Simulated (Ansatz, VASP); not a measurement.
**GdO in VASP and in Ansatz**

POSCAR

```
GdO
1.0
    3.1132995800      0.0000000000      0.0000000000
   -1.5566497900      2.6961965200      0.0000000000
    0.0000000000      0.0000000000      3.0384261400
Gd O
1 1
Direct
    0.0000000000      0.0000000000      0.0000000000
    0.6666666667      0.3333333333      0.5000000000
```

File INCAR.step1:

```
SYSTEM = GdO
PREC     = Accurate       ! precision mode
ENCUT    = 520            ! plane-wave cutoff, eV
ISMEAR   = -1             ! smearing method
SIGMA    = 0.05           ! smearing width, eV
LREAL    = .FALSE.        ! projectors in reciprocal space
LASPH    = .TRUE.         ! aspherical terms in the spheres
NELM     = 150            ! most SCF steps
ISPIN    = 2              ! spin polarisation
MAGMOM   = 7 0            ! initial moments
LMAXMIX  = 6              ! l up to which the mixer works
NBANDS   = 23             ! bands
GGA      = PE             ! functional
ALGO     = Normal         ! electronic algorithm
EDIFF    = 1E-4           ! SCF threshold, eV
LWAVE    = .TRUE.         ! write WAVECAR
LCHARG   = .FALSE.        ! write CHGCAR
```

The input INCAR.step2:

```
SYSTEM = GdO
PREC     = Accurate       ! precision mode
ENCUT    = 520            ! plane-wave cutoff, eV
EDIFF    = 1E-7           ! SCF threshold, eV
ISMEAR   = -1             ! smearing method
SIGMA    = 0.05           ! smearing width, eV
LREAL    = .FALSE.        ! projectors in reciprocal space
LASPH    = .TRUE.         ! aspherical terms in the spheres
NELM     = 150            ! most SCF steps
ALGO     = Normal         ! electronic algorithm
ISIF     = 2              ! what is computed and relaxed
LWAVE    = .FALSE.        ! write WAVECAR
LCHARG   = .FALSE.        ! write CHGCAR
ISPIN    = 2              ! spin polarisation
MAGMOM   = 7 0            ! initial moments
LORBIT   = 11             ! projections on sites
LMAXMIX  = 6              ! l up to which the mixer works
METAGGA  = R2SCAN         ! meta-GGA
LMIXTAU  = .TRUE.       
NBANDS   = 23             ! bands
ISTART   = 1
```

The input KPOINTS:

```
Automatic mesh
0
G
  6 6 5
  0 0 0
```

File input.yaml:

```yaml
crystal:
  lattice:
    - [3.11329958, 0.0, 0.0]
    - [-1.55664979, 2.69619652, 0.0]
    - [0.0, 0.0, 3.03842614]
  atoms:
    - { symbol: Gd, position: [0.0, 0.0, 0.0], spin: 7.0 }
    - { symbol: O, position: [0.6666666667, 0.3333333333, 0.5] }
hamiltonian:
  xc: r2scan
  pseudopotentials: { kind: paw }
magnetization:
  spin_polarized: true
kpoints:
  mp_grid: { grid: [6, 6, 5] }
scf:
  occupations: { method: fermi_dirac, width: 0.05 }
  n_extra_bands: 6
output:
  forces: true
  stress: true
  eigenvalues: true
  dos: { projected: true, de: 0.05, nscf_kmesh: { grid: [9, 9, 8] } }
  write_density: true
  write_potential: true
  elf: true
  volumetric_format: npy
```

Alike in both runs: functional r2SCAN; k mesh 6 × 6 × 5; occupations fermi-dirac, width 0.05 eV; collinear spin.

```csv
,VASP,Ansatz
version,VASP 6.6.1,Ansatz 0.2.0
potentials or method,"VASP PAW PBE potentials, release 64 (Gd, O)",Ansatz PAW
plane-wave cutoff (eV),520,500
valence electrons in the cell,24,24
task,single point,projected density of states
```

Ansatz gave:

```
gap on the k mesh at the Fermi level (eV)                     : none
net moment per atom (μB)                                      : 3.91
size of the moment on the site where the two differ most (μB) : 7.12
```

Question: Which values does VASP return?

Answer: gap on the k mesh at the Fermi level (eV): none; net moment per atom (μB): 3.91; size of the moment on the site where the two differ most (μB): 7.15.

VASP's potentials were made for PBE, not for r2SCAN. Site moments also hang on the region over which each program counts them. A gap of «none» marks a metal or a gap that the smearing closes.

The k mesh is coarse, so the values compare programs but aren't converged. Spin-orbit coupling is off throughout. Noted on Ansatz's run: the magnetic or orbital state may not be the lowest.
